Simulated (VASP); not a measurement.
# Ni (Fm-3m) in VASP: notebook

Ni is run at these levels: PBE; tasks: single point.

Everything below comes from runs of VASP 6.6.1. Logs are shortened: lines on timing, memory, paths and dates and some standing lists are left out, and cuts for length are marked.

### Step 1. The cell of the first run

Symmetry: Fm-3m, No. 225, cubic system. The conventional cell has a = 3.519 Å, b = 3.519 Å, c = 3.519 Å, α = 90.00°, β = 90.00°, γ = 90.00°. Ni (site symmetry m-3m) has 12 Ni at 2.49 Å within 3.3 Å.

### Step 2. Single point, PBE

Input file INCAR:

```
SYSTEM = Ni
ALGO = Fast
EDIFF = 1E-6
ENCUT = 520
GGA = PE
ISIF = 2
ISMEAR = 0
LASPH = .TRUE.
LCHARG = .FALSE.
LREAL = .FALSE.
LWAVE = .FALSE.
NBANDS = 11
NELM = 60
PREC = Accurate
SIGMA = 0.05
```

Input file KPOINTS:

```
k-points
0
G
  22 22 22
  0 0 0
```

Input file POSCAR:

```
Ni
1.0
    0.0000000000      1.7593096198      1.7593096198
    1.7593096198      0.0000000000      1.7593096198
    1.7593096198      1.7593096198      0.0000000000
Ni
1
Direct
    0.0000000000      0.0000000000      0.0000000000
```

Potentials or basis: VASP PAW PBE potentials, release 64 (Ni).

The run is started by

```
cat potpaw_PBE.64/Ni/POTCAR > POTCAR
mpirun -np 1 vasp_std > vasp.out
```

OUTCAR:

```text
SYSTEM = Ni
   EDIFF = 1E-6
   ENCUT = 520
   GGA = PE
   ISIF = 2
   ISMEAR = 0
   LASPH = .TRUE.
   LREAL = .FALSE.
   NELM = 60
   PREC = Accurate

 ion  position               nearest neighbor table
   1  0.000  0.000  0.000-

  LATTYP: Found a face centered cubic cell.
 ALAT       =     3.5186192396

  Lattice vectors:

 A1 = (   0.0000000000,   1.7593096198,   1.7593096198)
 A2 = (   1.7593096198,   0.0000000000,   1.7593096198)
 A3 = (   1.7593096198,   1.7593096198,   0.0000000000)

Analysis of symmetry for initial positions (statically):
=====================================================================
 Subroutine PRICEL returns:
 Original cell was already a primitive cell.

 Routine SETGRP: Setting up the symmetry group for a
 face centered cubic supercell.

 Subroutine GETGRP returns: Found 48 space group operations
 (whereof 48 operations were pure point group operations)
 out of a pool of 48 trial point group operations.

The static configuration has the point symmetry O_h .

Analysis of symmetry for dynamics (positions and initial velocities):
=====================================================================
 Subroutine PRICEL returns:
 Original cell was already a primitive cell.

 Routine SETGRP: Setting up the symmetry group for a
 face centered cubic supercell.

 Subroutine GETGRP returns: Found 48 space group operations
 (whereof 48 operations were pure point group operations)
 out of a pool of 48 trial point group operations.

The dynamic configuration has the point symmetry O_h .

 Subroutine INISYM returns: Found 48 space group operations
 (whereof 48 operations are pure point group operations),
 and found     1 'primitive' translations

----------------------------------------------------------------------------------------

                                     Primitive cell

  volume of cell :      10.8907

  direct lattice vectors                    reciprocal lattice vectors
     0.000000000  1.759309620  1.759309620    -0.284202391  0.284202391  0.284202391
     1.759309620  0.000000000  1.759309620     0.284202391 -0.284202391  0.284202391
     1.759309620  1.759309620  0.000000000     0.284202391  0.284202391 -0.284202391

  length of vectors
     2.488039525  2.488039525  2.488039525     0.492252980  0.492252980  0.492252980

  position of ions in fractional coordinates (direct lattice)
     0.000000000  0.000000000  0.000000000

  ion indices of the primitive-cell ions
   primitive index   ion index
                 1           1

----------------------------------------------------------------------------------------

 KPOINTS: k-points

Automatic generation of k-mesh.
 Grid dimensions read from file:
 generate k-points for:   22   22   22

 Generating k-lattice:

  Cartesian coordinates                     Fractional coordinates (reciprocal lattice)
    -0.012918290  0.012918290  0.012918290     0.045454545  0.000000000  0.000000000
     0.012918290 -0.012918290  0.012918290     0.000000000  0.045454545  0.000000000
     0.012918290  0.012918290 -0.012918290     0.000000000  0.000000000  0.045454545

  Length of vectors
     0.022375135  0.022375135  0.022375135

  Shift w.r.t. Gamma in fractional coordinates (k-lattice)
     0.000000000  0.000000000  0.000000000

 Subroutine IBZKPT returns following result:
 ===========================================

 Found    328 irreducible k-points:

 Following reciprocal coordinates:
            Coordinates               Weight
  0.000000  0.000000  0.000000      1.000000
  0.045455  0.000000  0.000000      8.000000
  0.090909  0.000000  0.000000      8.000000
  0.136364  0.000000  0.000000      8.000000
  0.181818  0.000000  0.000000      8.000000
  0.227273  0.000000  0.000000      8.000000
[... 16 lines left out ...]
  0.500000  0.045455  0.000000     24.000000
 -0.454545  0.045455  0.000000     24.000000
 [... further k-points ...]
   k-points           NKPTS =    328   k-points in BZ     NKDIM =    328   number of bands    NBANDS=     11
   number of dos      NEDOS =    301   number of ions     NIONS =      1
   total plane-waves  NPLWV =   8000
   dimension x,y,z NGX =    20 NGY =   20 NGZ =   20
   dimension x,y,z NGXF=    40 NGYF=   40 NGZF=   40
   ions per type =               1
   NGX,Y,Z   is equivalent  to a cutoff of  13.36, 13.36, 13.36 a.u.
   NGXF,Y,Z  is equivalent  to a cutoff of  26.73, 26.73, 26.73 a.u.
 SYSTEM =  Ni
   PREC   = accura    normal or accurate (medium, high low for compatibility)
   ISTART =      0    job   : 0-new  1-cont  2-samecut
   ICHARG =      2    charge: 1-file 2-atom 10-const
   ISPIN  =      1    spin polarized calculation?
   LNONCOLLINEAR =      F non collinear calculations
   LSORBIT =      F    spin-orbit coupling
   LASPH  =      T    aspherical Exc in radial PAW
   ENCUT  =  520.0 eV  38.22 Ry    6.18 a.u.   4.63  4.63  4.63*2*pi/ulx,y,z
   NELM   =     60;   NELMIN=  2; NELMDL= -5     # of ELM steps
   EDIFF  = 0.1E-05   stopping-criterion for ELM
   LREAL  =      F    real-space projection
   EDIFFG = 0.1E-04   stopping-criterion for IOM
   NSW    =      0    number of steps for IOM
   IBRION =     -1    ionic relax: 0-MD 1-quasi-New 2-CG
   NFREE  =      0    steps in history (QN), initial steepest desc. (CG)
   ISIF   =      2    stress and relaxation
   ISYM   =      2    0-nonsym 1-usesym 2-fastsym
   POTIM  = 0.5000    time-step for ionic-motion
   TEBEG  =    0.0;   TEEND  =   0.0 temperature during run
   PSTRESS=    0.0 pullay stress
   NELECT =      10.0000    total number of electrons
   NUPDOWN=      -1.0000    fix difference up-down
   EMIN   =  10.00;   EMAX   =-10.00  energy-range for DOS
   EFERMI =   0.00;   METHOD = LEGACY
   ISMEAR =     0;   SIGMA  =   0.05  broadening in eV -4-tet -1-fermi 0-gaus
   EFERMI_NEDOS =   21; number of points for ismear=-14 and -15
   IALGO  =     68    algorithm
   IMIX   =      4    mixing-type and parameters
     AMIX     =   0.40;   BMIX     =  1.00
     AMIX_MAG =   1.60;   BMIX_MAG =  1.00
  volume/ion in A,a.u.               =      10.89        73.49
  Fermi-wavevector in a.u.,A,eV,Ry     =   1.591192  3.006917 34.448477  2.531892
  Thomas-Fermi vector in A             =   2.689770
   LORBIT       =      0    0 simple, 1 ext, 2 COOP (PROOUT), +10 PAW based schemes
   GGA     = PE    functional components
   LHFCALC =     F    Hartree Fock is set to
   AEXX    =    0.0000 exact exchange contribution
   IVDW    =     0    specifies the selected vdW correction
   LEPSILON=     F    determine dielectric tensor
   LRPA    =     F    only Hartree local field effects (RPA)
 non-spin polarized calculation
 RMM-DIIS sequential band-by-band and
 Gauss-broadening in eV      SIGMA  =   0.05
  energy-cutoff  :      520.00
  volume of cell :       10.89
 maximum number of plane-waves:       306
   NGX =  9   NGY =  9   NGZ =  9

 number of electron      10.0000009 magnetization

 Free energy of the ion-electron system (eV)
  ---------------------------------------------------
  ext. energy  EPLUGINS =         0.00000000
  ---------------------------------------------------
  free energy    TOTEN  =        -5.41349517 eV

  energy without entropy =       -5.40741492  energy(sigma->0) =       -5.41045505

 E-fermi :   9.1511     XC(G=0): -13.2485

 val. band max:        9.1478605898   @ k =   0.4545   0.0909   0.0000
 cond. band min:       9.1516783503   @ k =   0.3636   0.2727   0.0909
 fundamental gap:      0.0038177605
 Fermi energy:         9.1511082725

 k-point     1 :       0.0000    0.0000    0.0000
  band No.  band energies     occupation
      1       0.3411      2.00000
      2       7.3218      2.00000
      3       7.3218      2.00000
      4       7.3218      2.00000
      5       8.4174      2.00000
      6       8.4174      2.00000
      7      32.9946      0.00000
      8      36.9216      0.00000
      9      36.9216      0.00000
     10      36.9216      0.00000
     11      39.9189      0.00000

 k-point     2 :       0.0455    0.0000    0.0000
  band No.  band energies     occupation
      1       0.4221      2.00000
      2       7.2993      2.00000
      3       7.3405      2.00000
      4       7.3405      2.00000
      5       8.4092      2.00000
      6       8.4092      2.00000
      7      32.7736      0.00000
      8      35.7271      0.00000
      9      36.7223      0.00000
     10      36.7223      0.00000
     11      40.2111      0.00000

 k-point     3 :       0.0909    0.0000    0.0000
  band No.  band energies     occupation
      1       0.6629      2.00000
      2       7.2361      2.00000
      3       7.3917      2.00000
      4       7.3917      2.00000
      5       8.3893      2.00000
      6       8.3893      2.00000
      7      31.6738      0.00000
      8      34.4403      0.00000
      9      36.2839      0.00000
     10      36.2839      0.00000
     11      41.0344      0.00000

 k-point     4 :       0.1364    0.0000    0.0000
  band No.  band energies     occupation
      1       1.0565      2.00000
      2       7.1442      2.00000
      3       7.4596      2.00000
      4       7.4596      2.00000
      5       8.3730      2.00000
      6       8.3730      2.00000
      7      29.6095      0.00000
      8      33.9606      0.00000
      9      35.8014      0.00000
     10      35.8014      0.00000
     11      40.9963      0.00000
[... 239 lines left out ...]
 k-point    22 :       0.4545    0.0455    0.0000
  band No.  band energies     occupation
      1       4.7275      2.00000
      2       7.2575      2.00000
      3       7.3338      2.00000
      4       8.2092      2.00000
      5       9.1333      1.38620
      6       9.4392      0.00000
      7      16.1147      0.00000
      8      31.2677      0.00000
      9      33.0306      0.00000
     10      33.8352      0.00000
     11      37.6410      0.00000

 k-point    23 :       0.5000    0.0455    0.0000
  band No.  band energies     occupation
      1       4.8040      2.00000
      2       7.2384      2.00000
      3       7.3091      2.00000
      4       8.4901      2.00000
      5       9.1542      0.93002
      6       9.7275      0.00000
      7      15.3043      0.00000
      8      31.1178      0.00000
      9      33.3404      0.00000
     10      33.4113      0.00000
     11      37.7846      0.00000

 k-point    24 :      -0.4545    0.0455    0.0000
  band No.  band energies     occupation
      1       4.7899      2.00000
      2       7.2471      2.00000
      3       7.3097      2.00000
      4       8.4480      2.00000
      5       9.1134      1.71444
      6       9.6781      0.00000
      7      15.4789      0.00000
      8      31.0538      0.00000
      9      33.1830      0.00000
     10      33.8069      0.00000
     11      37.3649      0.00000

 [... further k-points ...]
[... 5 lines left out ...]
  --------------------------------------------------------------------------------------
  -------------------------------------------------------------------------------------
  Total       -0.0728775     -0.0728775     -0.0728775      0.0000000      0.0000000      0.0000000
  in kB      -10.7212924    -10.7212924    -10.7212924      0.0000000      0.0000000      0.0000000
  external PRESSURE =     -10.7212924 kB  Pullay stress =       0.0000000 kB

 VOLUME and BASIS-vectors are now :
 -----------------------------------------------------------------------------
  energy-cutoff  :      520.00
  volume of cell :       10.89
      direct lattice vectors                 reciprocal lattice vectors
     0.000000000  1.759309620  1.759309620    -0.284202391  0.284202391  0.284202391
     1.759309620  0.000000000  1.759309620     0.284202391 -0.284202391  0.284202391
     1.759309620  1.759309620  0.000000000     0.284202391  0.284202391 -0.284202391

 POSITION                                       TOTAL-FORCE (eV/Angst)
 -----------------------------------------------------------------------------------
      0.00000      0.00000      0.00000        -0.000000     -0.000000     -0.000000
 -----------------------------------------------------------------------------------
    total drift:                                0.000000      0.000000      0.000000

  FREE ENERGIE OF THE ION-ELECTRON SYSTEM (eV)
  ---------------------------------------------------
  free  energy   TOTEN  =        -5.4134951709 eV

  energy  without entropy=       -5.4074149192  energy(sigma->0) =       -5.41045505
```

Wall time 46 s (1 thread of Intel Xeon 8259CL, shared host); peak memory 0.16 GiB.

What came out:

```yaml
Free_energy: -5.4135 eV
Pressure: -1.1 GPa
Band_gap_on_the_k_mesh: zero (bands 5 and 6 overlap by 0.96 eV)
```

Caveat: the run has no spin polarisation, though such a crystal can be magnetic.

### Step 3. Single point, PBE, collinear spin, ferromagnetic start (10.46 Å³/atom)

This run uses another cell than the first one, of 10.46 Å³/atom.

Input file INCAR:

```
SYSTEM = Ni
  ALGO = Fast
  EDIFF = 1E-7
  ENCUT = 520
  GGA = PE
  ISIF = 2
  ISMEAR = 0
  ISPIN = 2
  LASPH = .TRUE.
  LCHARG = .TRUE.
  LELF = .TRUE.
  LMAXMIX = 4
  LORBIT = 11
  LREAL = .FALSE.
  LVHAR = .TRUE.
  LWAVE = .FALSE.
  MAGMOM = 0.76
  NBANDS = 15
  NELM = 150
  PREC = Accurate
  SIGMA = 0.05
```

KPOINTS is that of step 2.

Input file POSCAR:

```
Ni
1.0
    0.0000000000      1.7355322507      1.7355322507
    1.7355322507      0.0000000000      1.7355322507
    1.7355322507      1.7355322507      0.0000000000
Ni
1
Direct
    0.0000000000      0.0000000000      0.0000000000
```

Potentials or basis: VASP PAW PBE potentials, release 64 (Ni).

The run is started by

```
cat potpaw_PBE.64/Ni/POTCAR > POTCAR
mpirun -np 1 vasp_std > vasp.out
```

Wall time 2.1 min (1 thread of Intel Xeon 8259CL, shared host); peak memory 0.19 GiB.

The run converged. Its results:

```
Free energy                                           : -5.4603 eV
Pressure                                              : 8.9 GPa
Net moment                                            : 0.64 μB per cell
Site moments                                          : Ni +0.65 μB
Valence electrons inside the program's atomic spheres : Ni 9.38
```

Levels at points of the mesh, in eV from the Fermi level:
Spin up:
```
           k point  band 2  band 3  band 4  band 5  band 6  band 7  band 8  band 9
(0.00, 0.00, 0.00)   -2.56   -2.56   -2.56   -1.32   -1.32   24.05   28.22   28.22
(0.50, 0.00, 0.00)   -2.55   -2.55   -0.62   -0.62   -0.38    5.93   22.52   25.36
(0.50, 0.50, 0.00)   -4.43   -0.56   -0.48   -0.48    2.46    9.56   15.19   15.19
```
Spin down:
```tsv
k point	band 3	band 4	band 5	band 6	band 7	band 8
(0.00, 0.00, 0.00)	-1.79	-1.79	-0.72	-0.72	23.90	28.21
(0.50, 0.00, 0.00)	-1.92	-0.43	0.16	0.16	6.37	22.38
(0.50, 0.50, 0.00)	0.06	0.40	0.40	2.43	9.82	15.20
```

Caveat: the cell stands under pressure.
